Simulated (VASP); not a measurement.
# TiGeSe4 (P6/mmm) in VASP: a series of runs

The runs below take TiGeSe4 through single point, with PBE.

Everything below comes from runs of VASP 6.6.1. Logs are shortened: lines on timing, memory, paths and dates and some standing lists are left out, and cuts for length are marked.

## Step 1: The cell of the first run

It takes space group P6/mmm (No. 191, hexagonal). Conventional cell: a = 4.966 Å, b = 4.966 Å, c = 5.588 Å, α = 90.00°, β = 90.00°, γ = 120.00°. Within 3.7 Å of Ti (site symmetry 6/mmm) lie 2 Ge at 2.79 Å and 12 Se at 3.16 Å. Within 3.7 Å of Ge (site symmetry 6/mmm) lie 2 Ti at 2.79 Å and 12 Se at 3.22 Å. Within 3.5 Å of Se (site symmetry 3m) lie 5 Se at 2.68 to 2.91 Å and 3 Ti at 3.16 Å and 3 Ge at 3.22 Å.

The cell was generated, and may not be a known phase.

## Step 2: Single point, PBE, collinear spin

Contents of INCAR:

```
SYSTEM = TiGeSe4
PREC     = Accurate       ! precision mode
ENCUT    = 520            ! plane-wave cutoff, eV
EDIFF    = 1E-6           ! SCF threshold, eV
ISMEAR   = 0              ! smearing method
SIGMA    = 0.1            ! smearing width, eV
LREAL    = .FALSE.        ! projectors in reciprocal space
LASPH    = .TRUE.         ! aspherical terms in the spheres
NELM     = 150            ! most SCF steps
ALGO     = Normal         ! electronic algorithm
ISIF     = 2              ! what is computed and relaxed
LWAVE    = .FALSE.        ! write WAVECAR
LCHARG   = .TRUE.         ! write CHGCAR
ISPIN    = 2              ! spin polarisation
MAGMOM   = 1 0 0 0 0 0    ! initial moments
LORBIT   = 11             ! projections on sites
LMAXMIX  = 4              ! l up to which the mixer works
GGA      = PE             ! functional
LELF     = .TRUE.         ! ELF
LVHAR    = .TRUE.       
NBANDS   = 38             ! bands
```

Contents of KPOINTS:

```
Automatic mesh
0
G
  6 6 2
  0 0 0
```

Contents of POSCAR:

```
TiGeSe4
1.0
    4.9655490881      0.0000000000      0.0000000000
   -2.4827745440      4.3002916540      0.0000000000
    0.0000000000      0.0000000000      5.5881038723
Ti Ge Se
1 1 4
Direct
    0.0000000000      0.0000000000      0.5000000000
    0.0000000000      0.0000000000      0.0000000000
    0.3333333333      0.6666666667      0.7393513979
    0.3333333333      0.6666666667      0.2606486021
    0.6666666667      0.3333333333      0.7393513979
    0.6666666667      0.3333333333      0.2606486021
```

Potentials or basis: VASP PAW PBE potentials, release 64 (Ti_sv, Ge_d, Se).

Started as:

```
$ cat potpaw_PBE.64/Ti_sv/POTCAR potpaw_PBE.64/Ge_d/POTCAR potpaw_PBE.64/Se/POTCAR > POTCAR
$ mpirun -np 1 vasp_std > vasp.out
```

OUTCAR:

```text
SYSTEM = TiGeSe4
   PREC = Accurate
   ENCUT = 520
   EDIFF = 1E-6
   ISMEAR = 0
   LREAL = .FALSE.
   LASPH = .TRUE.
   NELM = 150
   ISIF = 2
   ISPIN = 2
   LORBIT = 11
   GGA = PE

 ion  position               nearest neighbor table
   1  0.000  0.000  0.500-   2 2.79   2 2.79
   2  0.000  0.000  0.000-   1 2.79   1 2.79
   3  0.333  0.667  0.739-   4 2.68
   4  0.333  0.667  0.261-   3 2.68
   5  0.667  0.333  0.739-   6 2.68
   6  0.667  0.333  0.261-   5 2.68

  LATTYP: Found a hexagonal cell.
 ALAT       =     4.9655490881
 C/A-ratio  =     1.1253748122

  Lattice vectors:

 A1 = (   4.9655490881,   0.0000000000,   0.0000000000)
 A2 = (  -2.4827745440,   4.3002916540,   0.0000000000)
 A3 = (   0.0000000000,   0.0000000000,   5.5881038723)

Analysis of symmetry for initial positions (statically):
=====================================================================
 Subroutine PRICEL returns:
 Original cell was already a primitive cell.

 Routine SETGRP: Setting up the symmetry group for a
 hexagonal supercell.

 Subroutine GETGRP returns: Found 24 space group operations
 (whereof 24 operations were pure point group operations)
 out of a pool of 24 trial point group operations.

The static configuration has the point symmetry D_6h.

Analysis of symmetry for dynamics (positions and initial velocities):
=====================================================================
 Subroutine PRICEL returns:
 Original cell was already a primitive cell.

 Routine SETGRP: Setting up the symmetry group for a
 hexagonal supercell.

 Subroutine GETGRP returns: Found 24 space group operations
 (whereof 24 operations were pure point group operations)
 out of a pool of 24 trial point group operations.

The dynamic configuration has the point symmetry D_6h.

Analysis of structural, dynamic, and magnetic symmetry:
=====================================================================
 Subroutine PRICEL returns:
 Original cell was already a primitive cell.

 Routine SETGRP: Setting up the symmetry group for a
 hexagonal supercell.

 Subroutine GETGRP returns: Found 24 space group operations
 (whereof 24 operations were pure point group operations)
 out of a pool of 24 trial point group operations.

The overall configuration has the point symmetry D_6h.

 Subroutine INISYM returns: Found 24 space group operations
 (whereof 24 operations are pure point group operations),
 and found     1 'primitive' translations

----------------------------------------------------------------------------------------

                                     Primitive cell

  volume of cell :     119.3245

  direct lattice vectors                    reciprocal lattice vectors
     4.965549088  0.000000000  0.000000000     0.201387597  0.116271183  0.000000000
    -2.482774544  4.300291654  0.000000000     0.000000000  0.232542367  0.000000000
     0.000000000  0.000000000  5.588103872     0.000000000  0.000000000  0.178951577

  length of vectors
     4.965549088  4.965549088  5.588103872     0.232542367  0.232542367  0.178951577

  position of ions in fractional coordinates (direct lattice)
     0.000000000  0.000000000  0.500000000
     0.000000000  0.000000000  0.000000000
     0.333333333  0.666666667  0.739351398
     0.333333333  0.666666667  0.260648602
     0.666666667  0.333333333  0.739351398
     0.666666667  0.333333333  0.260648602

  ion indices of the primitive-cell ions
   primitive index   ion index
                 1           1
                 2           2
                 3           3
                 4           4
                 5           5
                 6           6

----------------------------------------------------------------------------------------

 KPOINTS: Automatic mesh

Automatic generation of k-mesh.
 Grid dimensions read from file:
 generate k-points for:    6    6    2

 Generating k-lattice:

  Cartesian coordinates                     Fractional coordinates (reciprocal lattice)
     0.033564600  0.019378531  0.000000000     0.166666667  0.000000000  0.000000000
     0.000000000  0.038757061  0.000000000     0.000000000  0.166666667  0.000000000
     0.000000000  0.000000000  0.089475788     0.000000000  0.000000000  0.500000000

  Length of vectors
     0.038757061  0.038757061  0.089475788

  Shift w.r.t. Gamma in fractional coordinates (k-lattice)
     0.000000000  0.000000000  0.000000000

 Subroutine IBZKPT returns following result:
 ===========================================

 Found     14 irreducible k-points:

 Following reciprocal coordinates:
            Coordinates               Weight
  0.000000  0.000000  0.000000      1.000000
  0.166667 -0.000000  0.000000      6.000000
  0.333333 -0.000000  0.000000      6.000000
  0.500000 -0.000000  0.000000      3.000000
  0.166667  0.166667  0.000000      6.000000
  0.333333  0.166667  0.000000     12.000000
  0.333333  0.333333  0.000000      2.000000
  0.000000  0.000000  0.500000      1.000000
  0.166667 -0.000000  0.500000      6.000000
  0.333333 -0.000000  0.500000      6.000000
  0.500000 -0.000000  0.500000      3.000000
  0.166667  0.166667  0.500000      6.000000
  0.333333  0.166667  0.500000     12.000000
  0.333333  0.333333  0.500000      2.000000
   k-points           NKPTS =     14   k-points in BZ     NKDIM =     14   number of bands    NBANDS=     38
   number of dos      NEDOS =    301   number of ions     NIONS =      6
   total plane-waves  NPLWV =  67200
   dimension x,y,z NGX =    40 NGY =   40 NGZ =   42
   dimension x,y,z NGXF=    80 NGYF=   80 NGZF=   84
   ions per type =               1   1   4
   NGX,Y,Z   is equivalent  to a cutoff of  13.39, 13.39, 12.49 a.u.
   NGXF,Y,Z  is equivalent  to a cutoff of  26.78, 26.78, 24.99 a.u.
 SYSTEM =  TiGeSe4
   PREC   = accura    normal or accurate (medium, high low for compatibility)
   ISTART =      0    job   : 0-new  1-cont  2-samecut
   ICHARG =      2    charge: 1-file 2-atom 10-const
   ISPIN  =      2    spin polarized calculation?
   LNONCOLLINEAR =      F non collinear calculations
   LSORBIT =      F    spin-orbit coupling
   LASPH  =      T    aspherical Exc in radial PAW
   ENCUT  =  520.0 eV  38.22 Ry    6.18 a.u.   9.23  9.23 10.39*2*pi/ulx,y,z
   NELM   =    150;   NELMIN=  2; NELMDL= -5     # of ELM steps
   EDIFF  = 0.1E-05   stopping-criterion for ELM
   LREAL  =      F    real-space projection
[... 7 lines left out ...]
   TEBEG  =    0.0;   TEEND  =   0.0 temperature during run
   PSTRESS=    0.0 pullay stress
   NELECT =      50.0000    total number of electrons
   NUPDOWN=      -1.0000    fix difference up-down
   EMIN   =  10.00;   EMAX   =-10.00  energy-range for DOS
   EFERMI =   0.00;   METHOD = LEGACY
   ISMEAR =     0;   SIGMA  =   0.10  broadening in eV -4-tet -1-fermi 0-gaus
   EFERMI_NEDOS =   21; number of points for ismear=-14 and -15
   IALGO  =     38    algorithm
   IMIX   =      4    mixing-type and parameters
     AMIX     =   0.40;   BMIX     =  1.00
     AMIX_MAG =   1.60;   BMIX_MAG =  1.00
  volume/ion in A,a.u.               =      19.89       134.21
  Fermi-wavevector in a.u.,A,eV,Ry     =   1.225053  2.315015 20.419016  1.500755
  Thomas-Fermi vector in A             =   2.360105
   LORBIT       =     11    0 simple, 1 ext, 2 COOP (PROOUT), +10 PAW based schemes
   GGA     = PE    functional components
   LHFCALC =     F    Hartree Fock is set to
   AEXX    =    0.0000 exact exchange contribution
   IVDW    =     0    specifies the selected vdW correction
   LEPSILON=     F    determine dielectric tensor
   LRPA    =     F    only Hartree local field effects (RPA)
 spin polarized calculation
 Gauss-broadening in eV      SIGMA  =   0.10
  energy-cutoff  :      520.00
  volume of cell :      119.32
 maximum number of plane-waves:      3224
 NGX is ok and might be reduce to    40
   NGX = 19   NGY = 19   NGZ = 21

 number of electron      49.9999989 magnetization       0.0000314

 number of electron      49.9999989 magnetization      -0.0000805

 Free energy of the ion-electron system (eV)
  ---------------------------------------------------
  ext. energy  EPLUGINS =         0.00000000
  ---------------------------------------------------
  free energy    TOTEN  =       -26.04839732 eV

  energy without entropy =      -26.03620943  energy(sigma->0) =      -26.04230337

 E-fermi :   6.5407     XC(G=0): -10.7215

 val. band max:        6.5375598742   @ k =   0.3333  -0.0000   0.0000
 cond. band min:       6.6878195249   @ k =   0.1667   0.1667   0.0000
 fundamental gap:      0.1502596507
 Fermi energy:         6.5407322664

 spin component 1

 k-point     1 :       0.0000    0.0000    0.0000
  band No.  band energies     occupation
      1     -51.4964      1.00000
      2     -27.7789      1.00000
      3     -27.7789      1.00000
      4     -27.6533      1.00000
      5     -18.8614      1.00000
      6     -18.8614      1.00000
[... 549 lines left out ...]
     36      11.9240      0.00000
     37      14.5246      0.00000
 Fermi energy:         6.5407322664

 spin component 2

 k-point     1 :       0.0000    0.0000    0.0000
  band No.  band energies     occupation
      1     -51.4965      1.00000
      2     -27.7790      1.00000
      3     -27.7790      1.00000
      4     -27.6534      1.00000
      5     -18.8614      1.00000
      6     -18.8614      1.00000
[... 549 lines left out ...]
     36      11.9239      0.00000
     37      14.5245      0.00000
 [bands above 37 left out]

------------------------ aborting loop because EDIFF is reached ----------------------------------------

  FORCE on cell =-STRESS in cart. coord.  units (eV):
  Direction    XX          YY          ZZ          XY          YZ          ZX
  --------------------------------------------------------------------------------------
  -------------------------------------------------------------------------------------
  Total        0.0186165      0.0186165      0.0857579      0.0000000      0.0000000      0.0000000
  in kB        0.2499650      0.2499650      1.1514768      0.0000000      0.0000000      0.0000000
  external PRESSURE =       0.5504689 kB  Pullay stress =       0.0000000 kB

 VOLUME and BASIS-vectors are now :
 -----------------------------------------------------------------------------
  energy-cutoff  :      520.00
  volume of cell :      119.32
      direct lattice vectors                 reciprocal lattice vectors
     4.965549088  0.000000000  0.000000000     0.201387597  0.116271183  0.000000000
    -2.482774544  4.300291654  0.000000000     0.000000000  0.232542367  0.000000000
     0.000000000  0.000000000  5.588103872     0.000000000  0.000000000  0.178951577

 POSITION                                       TOTAL-FORCE (eV/Angst)
 -----------------------------------------------------------------------------------
      0.00000      0.00000      2.79405         0.000000      0.000000     -0.000000
      0.00000      0.00000      0.00000         0.000000      0.000000     -0.000000
     -0.00000      2.86686      4.13157        -0.000000     -0.000000      0.002554
     -0.00000      2.86686      1.45653        -0.000000     -0.000000     -0.002554
      2.48277      1.43343      4.13157         0.000000      0.000000      0.002554
      2.48277      1.43343      1.45653         0.000000      0.000000     -0.002554
 -----------------------------------------------------------------------------------
    total drift:                                0.000000     -0.000000      0.000000

  FREE ENERGIE OF THE ION-ELECTRON SYSTEM (eV)
  ---------------------------------------------------
  free  energy   TOTEN  =       -26.0483973202 eV

  energy  without entropy=      -26.0362094275  energy(sigma->0) =      -26.04230337

 total charge

# of ion       s       p       d       tot
------------------------------------------
    1        2.107   6.036   1.850   9.992
    2        1.300   0.786  10.002  12.088
    3        1.541   2.122   0.061   3.724
    4        1.541   2.122   0.061   3.724
    5        1.541   2.122   0.061   3.724
    6        1.541   2.122   0.061   3.724
--------------------------------------------------
tot          9.570  15.311  12.096  36.977

 magnetization (x)

# of ion       s       p       d       tot
------------------------------------------
    1       -0.000  -0.000  -0.000  -0.000
    2        0.000  -0.000  -0.000   0.000
    3        0.000   0.000  -0.000   0.000
    4        0.000   0.000  -0.000   0.000
    5        0.000   0.000  -0.000   0.000
    6        0.000   0.000  -0.000   0.000
--------------------------------------------------
tot          0.000   0.000  -0.000  -0.000
```

Run time: 2.9 min. Hardware: 1 thread of AMD EPYC 7R13 (Zen 3), shared host; peak memory 0.32 GiB.

What came out:

```yaml
Free_energy: -26.0484 eV
Pressure: 0.1 GPa
Band_gap_on_the_k_mesh: zero (filled and empty bands overlap)
Net_moment: 0.00 μB per cell
Valence_electrons_inside_the_program's_atomic_spheres: Ti 9.99; Ge 12.09; Se 3.72
```

Forces on the atoms (eV/Å):
```
Ti   0.000  0.000  0.000
Ge   0.000  0.000  0.000
Se   0.000  0.000  0.003
Se   0.000  0.000 -0.003
Se   0.000  0.000  0.003
Se   0.000  0.000 -0.003
```

Caveat: the k points lie up to 0.56 Å⁻¹ apart, too coarse for converged energies and pressures of a metal.

## Step 3: Single point, PBE, collinear spin

This run uses another cell than the first one, of 21.36 Å³/atom.

Contents of INCAR:

```
PREC = Accurate
ENCUT = 520
EDIFF = 1E-7
ISMEAR = 0
SIGMA = 0.1
LREAL = F
LASPH = T
NELM = 150
ALGO = Normal
ISIF = 2
LWAVE = F
LCHARG = T
ISPIN = 2
MAGMOM = 1 0 0 0 0 0
LORBIT = 11
LMAXMIX = 4
GGA = PE
LELF = T
LVHAR = T
NBANDS = 38
```

Contents of KPOINTS:

```
regular mesh
0
Gamma
  6 6 2
```

Contents of POSCAR:

```
TiGeSe4
1.0
    4.1061990400      0.0000000000      0.0000000000
   -2.0530995200      3.5560726800      0.0000000000
    0.0000000000      0.0000000000      8.7782034400
Ti Ge Se
1 1 4
Direct
    0.0000000000      0.0000000000      0.5000000000
    0.0000000000      0.0000000000      0.0000000000
    0.3333333300      0.6666666700      0.7407687300
    0.3333333300      0.6666666700      0.2592312700
    0.6666666700      0.3333333300      0.7407687300
    0.6666666700      0.3333333300      0.2592312700
```

Potentials or basis: VASP PAW PBE potentials, release 64 (Ti_sv, Ge_d, Se).

Started as:

```
$ cat potpaw_PBE.64/Ti_sv/POTCAR potpaw_PBE.64/Ge_d/POTCAR potpaw_PBE.64/Se/POTCAR > POTCAR
$ mpirun -np 1 vasp_std > vasp.out
```

Wall time 6.5 min (1 thread of AMD EPYC 7R13 (Zen 3), shared host); peak memory 0.34 GiB.

The run converged. Its results:

- Free energy: -20.3831 eV
- Pressure: 13.6 GPa
- Largest force: 0.566 eV/Å
- Net moment: 1.93 μB per cell
- Site moments: Ti +1.45; Ge +0.12; Se -0.04 μB
- Valence electrons inside the program's atomic spheres: Ti 10.04; Ge 12.01; Se 3.87

Forces on the atoms (eV/Å):
```
Ti   0.000  0.000  0.000
Ge   0.000  0.000  0.000
Se   0.000  0.000 -0.566
Se   0.000  0.000  0.566
Se   0.000  0.000 -0.566
Se   0.000  0.000  0.566
```

Stress tensor (GPa, compression positive):
```
24.34  0.00  0.00
 0.00 24.34  0.00
 0.00  0.00 -7.94
```

Levels at points of the mesh, in eV from the Fermi level:
Spin up:
```csv
k point,band 24,band 25,band 26,band 27,band 28,band 29
"(0.00, 0.00, 0.00)",-1.50,-0.89,-0.35,-0.35,-0.03,0.76
"(0.50, 0.00, 0.00)",0.02,0.08,0.10,0.48,0.51,0.74
"(0.00, 0.00, 0.50)",-1.07,-1.00,-0.34,-0.34,-0.14,0.22
"(0.50, 0.00, 0.50)",-0.27,-0.20,0.10,0.25,0.96,1.63
```
Spin down:
| k point | band 22 | band 23 | band 24 | band 25 | band 26 | band 27 |
| --- | --- | --- | --- | --- | --- | --- |
| (0.00, 0.00, 0.00) | -1.52 | -1.45 | -1.45 | -0.10 | 0.44 | 0.66 |
| (0.50, 0.00, 0.00) | -2.55 | -0.21 | 0.71 | 1.13 | 1.41 | 1.44 |
| (0.00, 0.00, 0.50) | -1.78 | -1.06 | -1.06 | -0.07 | 0.14 | 0.37 |
| (0.50, 0.00, 0.50) | -2.10 | 0.17 | 0.46 | 0.77 | 1.41 | 1.59 |

Caveat: the stress differs along the axes, from -8 to 24 GPa.

The gap in the log of VASP goes by the Fermi energy; the results here count the filled bands.